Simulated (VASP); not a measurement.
# Ba2SrP2 in VASP: a series of runs

Runs on Ba2SrP2. Level: PBE. Tasks: single point.

Program: VASP 6.6.1. These are calculated values, not measurements. Logs are shortened: lines on timing, memory, paths and dates and some standing lists are left out, and cuts for length are marked.

## 1. The cell of the first run

The typed cell holds 10 atoms: a = 5.112 Å, b = 5.112 Å, c = 15.939 Å, α = 90.00°, β = 90.00°, γ = 120.00°.

## 2. Single point, PBE

File INCAR:

```
PREC = Accurate
ENCUT = 520
EDIFF = 1E-6
ISMEAR = 0
SIGMA = 0.1
LREAL = F
LASPH = T
NELM = 100
ALGO = Normal
ISIF = 2
LWAVE = F
LCHARG = F
GGA = PE
NBANDS = 51
```

File KPOINTS:

```
Automatic mesh
0
Gamma
  3 3 1
```

File POSCAR:

```
Ba2SrP2
1.0
    5.1117502872     -0.0002403348      0.0000683133
   -2.5560808003      4.4269492669     -0.0000654479
   -0.0005726679      0.0002050613     15.9386367553
Ba Sr P
4 2 4
Direct
    0.6666647090      0.3333148404      0.1741020595
    0.6666610379      0.3333310923      0.6740887757
    0.0000221604      0.0001034840      0.4988821486
    0.0000178192      0.0000185906      0.9988814014
    0.3333252569      0.6666425366      0.3278232621
    0.3333286480      0.6666603491      0.8278191206
    0.3333662399      0.6666704821      0.1178441639
    0.3333389323      0.6666443963      0.6178337029
    0.6666350596      0.3332902440      0.3813628765
    0.6666401367      0.3333239846      0.8813624888
```

Potentials or basis: VASP PAW PBE potentials, release 64 (Ba_sv, Sr_sv, P).

Run with:

```bash
cat potpaw_PBE.64/Ba_sv/POTCAR potpaw_PBE.64/Sr_sv/POTCAR potpaw_PBE.64/P/POTCAR > POTCAR
mpirun -np 1 vasp_std > vasp.out
```

OUTCAR:

```text
PREC = Accurate
   ENCUT = 520
   EDIFF = 1E-6
   ISMEAR = 0
   LREAL = F
   LASPH = T
   NELM = 100
   ISIF = 2
   GGA = PE

 ion  position               nearest neighbor table
   1  0.667  0.333  0.174-   7 3.08   7 3.08   7 3.08   9 3.30   5 3.84   5 3.84   5 3.84   4 4.06
                             4 4.06   4 4.06
   2  0.667  0.333  0.674-   8 3.08   8 3.08   8 3.08  10 3.30   6 3.84   6 3.84   6 3.84   3 4.06
                             3 4.06   3 4.06
   3  0.000  0.000  0.499-   9 3.50   9 3.50   9 3.50   8 3.51   8 3.51   8 3.51   5 4.02   5 4.02
                             5 4.02   2 4.06   2 4.06   2 4.06
   4  0.000  0.000  0.999-  10 3.50  10 3.50  10 3.50   7 3.51   7 3.51   7 3.51   6 4.02   6 4.02
                             6 4.02   1 4.06   1 4.06   1 4.06
   5  0.333  0.667  0.328-   9 3.07   9 3.07   9 3.07   7 3.35   1 3.84   1 3.84   1 3.84   3 4.02
                             3 4.02   3 4.02
   6  0.333  0.667  0.828-  10 3.07  10 3.07  10 3.07   8 3.35   2 3.84   2 3.84   2 3.84   4 4.02
                             4 4.02   4 4.02
   7  0.333  0.667  0.118-   1 3.08   1 3.08   1 3.08   5 3.35   4 3.51   4 3.51   4 3.51
   8  0.333  0.667  0.618-   2 3.08   2 3.08   2 3.08   6 3.35   3 3.51   3 3.51   3 3.51
   9  0.667  0.333  0.381-   5 3.07   5 3.07   5 3.07   1 3.30   3 3.50   3 3.50   3 3.50
  10  0.667  0.333  0.881-   6 3.07   6 3.07   6 3.07   2 3.30   4 3.50   4 3.50   4 3.50

  LATTYP: Found a simple monoclinic cell.
 ALAT       =     5.1114771344
 B/A-ratio  =     3.1182056278
 C/A-ratio  =     1.7321134333
 COS(beta)  =    -0.8660099776

  Lattice vectors:

 A1 = (   2.5556694869,   4.4267089321,   0.0000028654)
 A2 = (  -0.0005726679,   0.0002050613,  15.9386367553)
 A3 = (   0.0004113134,  -8.8536581990,   0.0000625825)

Analysis of symmetry for initial positions (statically):
=====================================================================
 Subroutine PRICEL returns:
 Original cell was already a primitive cell.

 Routine SETGRP: Setting up the symmetry group for a
 simple monoclinic supercell.

 Subroutine GETGRP returns: Found  1 space group operations
 (whereof  1 operations were pure point group operations)
 out of a pool of  4 trial point group operations.

The static configuration has the point symmetry C_1 .

Analysis of symmetry for dynamics (positions and initial velocities):
=====================================================================
 Subroutine PRICEL returns:
 Original cell was already a primitive cell.

 Routine SETGRP: Setting up the symmetry group for a
 simple monoclinic supercell.

 Subroutine GETGRP returns: Found  1 space group operations
 (whereof  1 operations were pure point group operations)
 out of a pool of  4 trial point group operations.

The dynamic configuration has the point symmetry C_1 .

 Subroutine INISYM returns: Found  1 space group operations
 (whereof  1 operations are pure point group operations),
 and found     1 'primitive' translations

----------------------------------------------------------------------------------------

                                     Primitive cell

  volume of cell :     360.6729

  direct lattice vectors                    reciprocal lattice vectors
     5.111750287 -0.000240335  0.000068313     0.195633020  0.112956751  0.000005576
    -2.556080800  4.426949267 -0.000065448     0.000010621  0.225895326 -0.000002906
    -0.000572668  0.000205061 15.938636755    -0.000000838  0.000000443  0.062740623

  length of vectors
     5.111750293  5.111890929 15.938636767     0.225901541  0.225895326  0.062740623

  position of ions in fractional coordinates (direct lattice)
     0.666664709  0.333314840  0.174102060
     0.666661038  0.333331092  0.674088776
     0.000022160  0.000103484  0.498882149
     0.000017819  0.000018591  0.998881401
     0.333325257  0.666642537  0.327823262
     0.333328648  0.666660349  0.827819121
     0.333366240  0.666670482  0.117844164
     0.333338932  0.666644396  0.617833703
     0.666635060  0.333290244  0.381362876
     0.666640137  0.333323985  0.881362489

  ion indices of the primitive-cell ions
   primitive index   ion index
                 1           1
                 2           2
                 3           3
                 4           4
                 5           5
                 6           6
                 7           7
                 8           8
                 9           9
                10          10

----------------------------------------------------------------------------------------

 KPOINTS: Automatic mesh

Automatic generation of k-mesh.
 Grid dimensions read from file:
 generate k-points for:    3    3    1

 Generating k-lattice:

  Cartesian coordinates                     Fractional coordinates (reciprocal lattice)
     0.065211007  0.037652250  0.000001859     0.333333333  0.000000000  0.000000000
     0.000003540  0.075298442 -0.000000969     0.000000000  0.333333333  0.000000000
    -0.000000838  0.000000443  0.062740623     0.000000000  0.000000000  1.000000000

  Length of vectors
     0.075300514  0.075298442  0.062740623

  Shift w.r.t. Gamma in fractional coordinates (k-lattice)
     0.000000000  0.000000000  0.000000000

 Subroutine IBZKPT returns following result:
 ===========================================

 Found      5 irreducible k-points:

 Following reciprocal coordinates:
            Coordinates               Weight
  0.000000  0.000000  0.000000      1.000000
  0.333333  0.000000  0.000000      2.000000
  0.000000  0.333333 -0.000000      2.000000
  0.333333  0.333333 -0.000000      2.000000
 -0.333333  0.333333 -0.000000      2.000000
   k-points           NKPTS =      5   k-points in BZ     NKDIM =      5   number of bands    NBANDS=     51
   number of dos      NEDOS =    301   number of ions     NIONS =     10
   total plane-waves  NPLWV = 192000
   dimension x,y,z NGX =    40 NGY =   40 NGZ =  120
   dimension x,y,z NGXF=    80 NGYF=   80 NGZF=  240
   ions per type =               4   2   4
   NGX,Y,Z   is equivalent  to a cutoff of  13.01, 13.01, 12.52 a.u.
   NGXF,Y,Z  is equivalent  to a cutoff of  26.02, 26.02, 25.03 a.u.
 SYSTEM =  unknown system
   PREC   = accura    normal or accurate (medium, high low for compatibility)
   ISTART =      0    job   : 0-new  1-cont  2-samecut
   ICHARG =      2    charge: 1-file 2-atom 10-const
   ISPIN  =      1    spin polarized calculation?
   LNONCOLLINEAR =      F non collinear calculations
   LSORBIT =      F    spin-orbit coupling
   LASPH  =      T    aspherical Exc in radial PAW
   ENCUT  =  520.0 eV  38.22 Ry    6.18 a.u.   9.50  9.50 29.64*2*pi/ulx,y,z
   NELM   =    100;   NELMIN=  2; NELMDL= -5     # of ELM steps
   EDIFF  = 0.1E-05   stopping-criterion for ELM
   LREAL  =      F    real-space projection
   EDIFFG = 0.1E-04   stopping-criterion for IOM
   NSW    =      0    number of steps for IOM
   IBRION =     -1    ionic relax: 0-MD 1-quasi-New 2-CG
   NFREE  =      0    steps in history (QN), initial steepest desc. (CG)
   ISIF   =      2    stress and relaxation
   ISYM   =      2    0-nonsym 1-usesym 2-fastsym
   POTIM  = 0.5000    time-step for ionic-motion
   TEBEG  =    0.0;   TEEND  =   0.0 temperature during run
   PSTRESS=    0.0 pullay stress
   NELECT =      80.0000    total number of electrons
   NUPDOWN=      -1.0000    fix difference up-down
   EMIN   =  10.00;   EMAX   =-10.00  energy-range for DOS
   EFERMI =   0.00;   METHOD = LEGACY
   ISMEAR =     0;   SIGMA  =   0.10  broadening in eV -4-tet -1-fermi 0-gaus
   EFERMI_NEDOS =   21; number of points for ismear=-14 and -15
   IALGO  =     38    algorithm
   IMIX   =      4    mixing-type and parameters
     AMIX     =   0.40;   BMIX     =  1.00
     AMIX_MAG =   1.60;   BMIX_MAG =  1.00
  volume/ion in A,a.u.               =      36.07       243.39
  Fermi-wavevector in a.u.,A,eV,Ry     =   0.990985  1.872690 13.361612  0.982051
  Thomas-Fermi vector in A             =   2.122694
   LORBIT       =      0    0 simple, 1 ext, 2 COOP (PROOUT), +10 PAW based schemes
   GGA     = PE    functional components
   LHFCALC =     F    Hartree Fock is set to
   AEXX    =    0.0000 exact exchange contribution
   IVDW    =     0    specifies the selected vdW correction
   LEPSILON=     F    determine dielectric tensor
   LRPA    =     F    only Hartree local field effects (RPA)
 non-spin polarized calculation
 Gauss-broadening in eV      SIGMA  =   0.10
  energy-cutoff  :      520.00
  volume of cell :      360.67
 maximum number of plane-waves:      9750
 NGX is ok and might be reduce to    40

 number of electron      80.0000001 magnetization

 Free energy of the ion-electron system (eV)
  ---------------------------------------------------
  ext. energy  EPLUGINS =         0.00000000
  ---------------------------------------------------
  free energy    TOTEN  =       -42.31989219 eV

  energy without entropy =      -42.31989219  energy(sigma->0) =      -42.31989219

 E-fermi :   2.3840     XC(G=0):  -8.3441

 val. band max:        1.9412324568   @ k =   0.3333   0.3333  -0.0000
 cond. band min:       3.2562459030   @ k =   0.3333   0.3333  -0.0000
 fundamental gap:      1.3150134462
 Fermi energy:         2.3840200138

 k-point     1 :       0.0000    0.0000    0.0000
  band No.  band energies     occupation
      1     -33.0524      2.00000
      2     -33.0523      2.00000
      3     -25.4456      2.00000
      4     -25.4456      2.00000
      5     -24.9384      2.00000
      6     -24.9382      2.00000
[... 43 lines left out ...]
     50       4.9242      0.00000
     51       5.8504      0.00000

 k-point     2 :       0.3333    0.0000    0.0000
  band No.  band energies     occupation
      1     -33.0517      2.00000
      2     -33.0516      2.00000
      3     -25.4404      2.00000
      4     -25.4404      2.00000
      5     -24.9347      2.00000
      6     -24.9344      2.00000
[... 43 lines left out ...]
     50       5.6064      0.00000
     51       5.7524      0.00000

 k-point     3 :       0.0000    0.3333   -0.0000
  band No.  band energies     occupation
      1     -33.0517      2.00000
      2     -33.0516      2.00000
      3     -25.4404      2.00000
      4     -25.4404      2.00000
      5     -24.9347      2.00000
      6     -24.9344      2.00000
[... 43 lines left out ...]
     50       5.6074      0.00000
     51       5.7848      0.00000

 k-point     4 :       0.3333    0.3333   -0.0000
  band No.  band energies     occupation
      1     -33.0513      2.00000
      2     -33.0512      2.00000
      3     -25.4378      2.00000
      4     -25.4378      2.00000
      5     -24.9328      2.00000
      6     -24.9326      2.00000
[... 43 lines left out ...]
     50       5.6764      0.00000
     51       5.7136      0.00000

 k-point     5 :      -0.3333    0.3333   -0.0000
  band No.  band energies     occupation
      1     -33.0517      2.00000
      2     -33.0516      2.00000
      3     -25.4404      2.00000
      4     -25.4404      2.00000
      5     -24.9347      2.00000
      6     -24.9344      2.00000
[... 43 lines left out ...]
     50       5.6069      0.00000
     51       5.7485      0.00000

------------------------ aborting loop because EDIFF is reached ----------------------------------------

  FORCE on cell =-STRESS in cart. coord.  units (eV):
  Direction    XX          YY          ZZ          XY          YZ          ZX
  --------------------------------------------------------------------------------------
  -------------------------------------------------------------------------------------
  Total        0.7972542      0.7999799      0.8997222      0.0033143     -0.0005488      0.0027153
  in kB        3.5415537      3.5536617      3.9967360      0.0147226     -0.0024378      0.0120619
  external PRESSURE =       3.6973171 kB  Pullay stress =       0.0000000 kB

 VOLUME and BASIS-vectors are now :
 -----------------------------------------------------------------------------
  energy-cutoff  :      520.00
  volume of cell :      360.67
      direct lattice vectors                 reciprocal lattice vectors
     5.111750287 -0.000240335  0.000068313     0.195633020  0.112956751  0.000005576
    -2.556080800  4.426949267 -0.000065448     0.000010621  0.225895326 -0.000002906
    -0.000572668  0.000205061 15.938636755    -0.000000838  0.000000443  0.062740623

 POSITION                                       TOTAL-FORCE (eV/Angst)
 -----------------------------------------------------------------------------------
      2.55574      1.47544      2.77497        -0.000046      0.000486      0.027855
      2.55540      1.47562     10.74408        -0.000113     -0.000087      0.028378
     -0.00044      0.00056      7.95150         0.000214     -0.000685     -0.001289
     -0.00053      0.00029     15.92081        -0.000015     -0.000165     -0.000908
     -0.00030      2.95118      5.22504         0.000032      0.000066     -0.003543
     -0.00062      2.95136     13.19429         0.000034     -0.000023     -0.003559
     -0.00005      2.95126      1.87825        -0.000144     -0.000461     -0.028261
     -0.00041      2.95125      9.84741        -0.000064      0.000311     -0.028038
      2.55554      1.47538      6.07843        -0.000032      0.000421      0.004902
      2.55519      1.47563     14.04774         0.000134      0.000138      0.004463
 -----------------------------------------------------------------------------------
    total drift:                               -0.000003      0.000019     -0.000213

  FREE ENERGIE OF THE ION-ELECTRON SYSTEM (eV)
  ---------------------------------------------------
  free  energy   TOTEN  =       -42.3198921911 eV

  energy  without entropy=      -42.3198921910  energy(sigma->0) =      -42.31989219
```

Wall time 80 s (1 thread of Intel Xeon 6975P-C (Granite Rapids), shared host); peak memory 0.49 GiB.

What came out:

```
Free energy            : -42.3199 eV
Pressure               : 0.4 GPa
Largest force          : 0.028 eV/Å
Band gap on the k mesh : 1.31 eV
```

Forces on the atoms (eV/Å):
```
Ba   0.000  0.000  0.028
Ba   0.000  0.000  0.028
Ba   0.000 -0.001 -0.001
Ba   0.000  0.000 -0.001
Sr   0.000  0.000 -0.004
Sr   0.000  0.000 -0.004
P    0.000  0.000 -0.028
P    0.000  0.000 -0.028
P    0.000  0.000  0.005
P    0.000  0.000  0.004
```

Levels at points of the mesh, in eV from the valence-band top:
```
           k point  band 36  band 37  band 38  band 39  band 40  band 41  band 42  band 43  band 44  band 45
(0.00, 0.00, 0.00)    -0.66    -0.62    -0.36    -0.35    -0.25     1.56     1.87     1.87     2.49     2.49
```

Caveat: the k points lie up to 0.47 Å⁻¹ apart; spin-orbit coupling is left out, which moves the levels of the heavy elements.

## 3. Single point, PBE

This run uses another cell than the first one: it holds 5 atoms, not 10.

File INCAR:

```
SYSTEM = Ba2SrP2
PREC = Accurate ; ENCUT = 520
EDIFF = 1E-6 ; ISMEAR = 0
SIGMA = 0.02 ; LREAL = .False.
LASPH = .True. ; NELM = 100
ALGO = Normal ; ISIF = 2
LWAVE = .False. ; LCHARG = .False.
GGA = PE ; NBANDS = 28
```

File KPOINTS:

```
Automatic mesh
0
Gamma
  6 6 4
  0 0 0
```

File POSCAR:

```
Ba2SrP2
1.0
    5.1086231608      0.0000000000      0.0000000000
   -2.5543115804      4.4241974356      0.0000000000
    0.0000000000      0.0000000000      7.9916106306
Ba Sr P
2 1 2
Direct
    0.6666666667      0.3333333333      0.3480242637
    0.0000000000      0.0000000000      0.9981457999
    0.3333333333      0.6666666667      0.6553314242
    0.3333333333      0.6666666667      0.2353773761
    0.6666666667      0.3333333333      0.7631211360
```

Potentials or basis: VASP PAW PBE potentials, release 64 (Ba_sv, Sr_sv, P).

Run with:

```bash
cat potpaw_PBE.64/Ba_sv/POTCAR potpaw_PBE.64/Sr_sv/POTCAR potpaw_PBE.64/P/POTCAR > POTCAR
mpirun -np 1 vasp_std > vasp.out
```

Run time: 64 s. Hardware: 1 thread of Intel Xeon 6975P-C (Granite Rapids), shared host; peak memory 0.36 GiB.

Results (log left out):

| Property | Result |
| --- | --- |
| Free energy | -21.1669 eV |
| Pressure | 0.4 GPa |
| Largest force | 0.049 eV/Å |
| Band gap on the k mesh | 1.32 eV (least direct gap 1.33 eV) |

Forces in eV/Å, atoms in the order of the input:
```
Ba   0.000  0.000  0.049
Ba   0.000  0.000 -0.014
Sr   0.000  0.000  0.001
P    0.000  0.000 -0.036
P    0.000  0.000  0.000
```

Levels at points of the mesh, in eV from the valence-band top:
```csv
k point,band 18,band 19,band 20,band 21,band 22,band 23
"(0.00, 0.00, 0.00)",-0.66,-0.66,-0.26,1.55,1.88,1.88
"(0.50, 0.00, 0.00)",-0.54,-0.22,0.00,1.33,2.39,2.86
"(0.00, 0.00, 0.50)",-0.62,-0.35,-0.35,2.50,2.50,2.62
"(0.50, 0.00, 0.50)",-0.49,-0.26,-0.16,1.83,2.20,2.60
```

Caveat: spin-orbit coupling is left out, which moves the levels of the heavy elements. A k mesh can miss the band edges.
